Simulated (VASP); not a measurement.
**Al: single point with PBE**

Crystal: Al.

```xyz
4
Lattice="2.8081 0.0000 0.0000 -1.4041 2.4319 0.0000 0.0000 0.0000 9.1243" Properties=species:S:1:pos:R:3 pbc="T T T"
Al    1.4041    0.8106    6.8433
Al    0.0000    0.0000    4.5622
Al    0.0000    1.6213    2.2811
Al    0.0000    0.0000    0.0000
```

This isn't the form of Al at room conditions, which is fcc.

```json
{
  "Program": "VASP 6.6.1",
  "Task": "single point",
  "Functional": "PBE",
  "Potentials or basis": "VASP PAW PBE potentials, release 64 (Al)",
  "Cutoff": "520 eV",
  "k mesh": "11 × 11 × 3",
  "Occupations": "fermi-dirac, width 0.05 eV",
  "Spin": "no spin polarisation"
}
```

* Pressure: 5.4 GPa
* Band gap on the k mesh: zero (bands 6 and 7 overlap by 6.00 eV)

Stress tensor (GPa, compression positive):
```
4.73 0.00 0.00
0.00 4.73 0.00
0.00 0.00 6.84
```

Levels at points of the mesh, in eV from the Fermi level:
```tsv
k point	band 4	band 5	band 6	band 7	band 8	band 9
(0.00, 0.00, 0.00)	-4.81	-4.41	3.63	3.65	11.02	11.02
```

Wall time 49 s on 1 thread of AMD EPYC 7R13, on a shared host, peak memory 0.15 GiB.

Caveat: the cell stands under pressure.
